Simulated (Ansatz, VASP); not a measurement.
H: VASP beside Ansatz

```xyz
4
Lattice="1.6485 -2.7317 0.0000 1.6485 2.7317 0.0000 0.0000 0.0000 6.3138" Properties=species:S:1:pos:R:3 pbc="T T T"
H     1.6485   -0.3705    6.3107
H     1.6485    0.3705    0.0031
H     1.6485    0.3705    3.1538
H     1.6485   -0.3705    3.1599
```

Alike in both runs: task single point; functional r2SCAN; k mesh 4 × 4 × 2; occupations gaussian, width 0.02 eV; no spin polarisation.

|  | VASP | Ansatz |
| --- | --- | --- |
| version | VASP 6.6.1 | Ansatz 0.2.0 |
| potentials or method | VASP PAW PBE potentials, release 64 (H), cutoff 520 eV | scalar-relativistic, plane waves, PAW |
| valence electrons in the cell | 4 | 4 |

```tsv
	VASP	Ansatz	Ansatz less VASP
gap on the k mesh at the Fermi level (eV)	9.09	9.08	-0.017
least direct gap on the mesh (eV)	9.09	9.08	-0.017
pressure (GPa)	0.1	0.2	+0.17
rms of the force components (eV/Å)	0.005	0.002	-0.0029
```

VASP's potentials were made for PBE, not for r2SCAN. Atom by atom the forces differ by 0.003 eV/Å (rms over components).

The k mesh is coarse, so the values compare programs but aren't converged.
